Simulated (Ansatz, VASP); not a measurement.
One calculation of Ti, two programs

The input INCAR:

```
PREC = Accurate
ENCUT = 600
EDIFF = 1E-6
ISMEAR = 0
SIGMA = 0.1
LREAL = F
LASPH = T
NELM = 150
ALGO = Fast
ISIF = 3
LWAVE = F
LCHARG = F
LMAXMIX = 4
LDAU = T
LDAUTYPE = 2
LDAUL = 2
LDAUU = 8
LDAUJ = 0
LDAUPRINT = 1
GGA = RE
IVDW = 12
IBRION = 2
NSW = 60
EDIFFG = -0.01
```

Contents of KPOINTS:

```
Automatic mesh
0
Gamma
  8 9 9
```

File POSCAR:

```
Ti
1.0
   -0.0100780000      2.0699380000      2.0587600000
    2.0688860000      0.0092740000      2.0394080000
    2.0140540000      1.9957550000      0.0641050000
Ti
1
Direct
   -0.0262580000      0.0218050000      0.0366920000
```

The input input.yaml:

```yaml
crystal:
  lattice:
    - [-0.010078, 2.069938, 2.05876]
    - [2.068886, 0.009274, 2.039408]
    - [2.014054, 1.995755, 0.064105]
  atoms:
    - { symbol: Ti, position: [-0.026258, 0.021805, 0.036692] }
hamiltonian:
  xc: revpbe
  pseudopotentials: { kind: paw }
  dispersion: d3bj
  hubbard:
    sites: [{ species: Ti, l: d, u_eff: 8.0 }]
    projectors: ortho-atomic
    double_counting: fll
kpoints:
  mp_grid: { grid: [8, 9, 9] }
scf:
  occupations: { method: gaussian, width: 0.1 }
output:
  forces: true
  stress: true
  write_density: true
  write_potential: true
  elf: true
  volumetric_format: npy
relax:
  f_tol: 0.01
  max_steps: 40
  cell: { stress_tol: 0.05 }
```

Change from the starting cell: cell strained at random at fixed volume.

Alike in both runs: task relaxation of cell and atoms; functional revPBE; dispersion D3(BJ); k mesh 8 × 9 × 9; occupations gaussian, width 0.1 eV; no spin polarisation; Hubbard terms Ti d U = 8.0 eV.

```csv
,VASP,Ansatz
version,VASP 6.6.1,Ansatz 0.2.0
potentials or method,"VASP PAW PBE potentials, release 64 (Ti_sv)",Ansatz PAW
plane-wave cutoff (eV),600,420
valence electrons in the cell,12,12
```

|  | VASP | Ansatz | Ansatz less VASP |
| --- | --- | --- | --- |
| gap on the k mesh at the Fermi level, each at its own relaxed structure (eV) | none | none | - |
| relaxed volume (Å³/atom) | 18.97 | 29.50 | +10.532 |
| relaxed length of the cell vector where the two differ most in proportion (Å) | 2.991 | 3.998 | +1.0069 |

VASP's potentials were made for PBE, not for revPBE. The programs project onto different local orbitals, so the same U acts differently, and such runs can settle in different states. A gap of «none» marks a metal or a gap that the smearing closes.

Noted on Ansatz's run: the volume moved by over 15 % at a fixed basis, so the end points are rough; the plane-wave basis is chosen anew once the cell has moved, so the energies of steps on either side of that aren't comparable.
